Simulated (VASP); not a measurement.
Runs of VASP 6.6.1 on WSe2. Symmetry: R-3m, No. 166, trigonal system. Conventional cell: a = 3.287 Å, b = 3.287 Å, c = 19.492 Å, α = 90.00°, β = 90.00°, γ = 120.00°. W (site symmetry -3m) has 6 Se at 2.55 Å and 6 W at 3.29 Å within 3.4 Å. Se (site symmetry 3m) has 3 W at 2.55 Å and 6 Se at 3.29 Å within 3.4 Å. 

```csv
k mesh,smearing,gap on the mesh (eV),pressure (GPa),largest force (eV/Å)
"6 × 6 × 6, shifted",fermi-dirac 0.02 eV,none,3.5,0.34
4 × 4 × 4,fermi-dirac 0.02 eV,0.10,3.5,0.49
6 × 6 × 6,fermi-dirac 0.02 eV,none,3.5,0.34
6 × 6 × 6,methfessel-paxton 0.5 eV,none,3.4,0.32
6 × 6 × 6,fermi-dirac 0.2 eV,none,(a),0.34
6 × 6 × 6,methfessel-paxton 0.001 eV,none,3.5,0.34
```

Alike in all rows: task single point; level PBE; potentials or basis VASP PAW PBE potentials, release 64 (W_sv, Se); no spin polarisation; cell as given; cutoff (eV) 520.

Fill in the values left out.

(a) 3.9.

Caveats: all runs use coarse meshes; spin-orbit coupling is left out, which moves the levels of the heavy elements.

A k mesh can miss the band edges, and the runs leave out spin-orbit coupling on Se, W.

A gap of «none» marks levels without a gap at the run's occupations.
